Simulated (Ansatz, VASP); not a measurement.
## MgS: VASP beside Ansatz

```
Mg S
1.0
     0.03541    2.83312    2.83312
     2.83312    0.03541    2.83312
     2.86853    2.86853    0.00000
Mg S
1 1
Direct
  0.00000 0.00000 0.00000
  0.75000 0.75000 0.75000
```

Change from the starting cell: strain +0.0250 x Voigt [0, 0, 0, 0, 0, 1], atoms carried along.

Alike in both runs: task single point; functional LDA; k mesh 8 × 8 × 8; occupations gaussian, width 0.05 eV; no spin polarisation.

```csv
,VASP,Ansatz
version,VASP 6.6.1,Ansatz 0.2.0
potentials or method,"VASP PAW LDA potentials, release 64 (Mg, S), cutoff 520 eV","scalar-relativistic, plane waves, PAW"
valence electrons in the cell,8,16
```

```csv
,VASP,Ansatz,Ansatz less VASP
gap on the k mesh at the Fermi level (eV),3.14,3.13,-0.010
least direct gap on the mesh (eV),3.14,3.13,-0.010
pressure (GPa),-2.5,-2.1,+0.33
"traceless stress, the component that is largest in VASP (GPa)",-1.24,-1.23,+0.005
rms of the force components (eV/Å),0.080,0.079,-0.0008
```

LDA's correlation is that of Perdew and Zunger in VASP and of Perdew and Wang (1992) in Ansatz. Atom by atom the forces differ by 0.001 eV/Å (rms over components). VASP's potentials hold 8 valence electrons a cell and Ansatz's 16, so a difference there can come from the potentials and not from the codes.
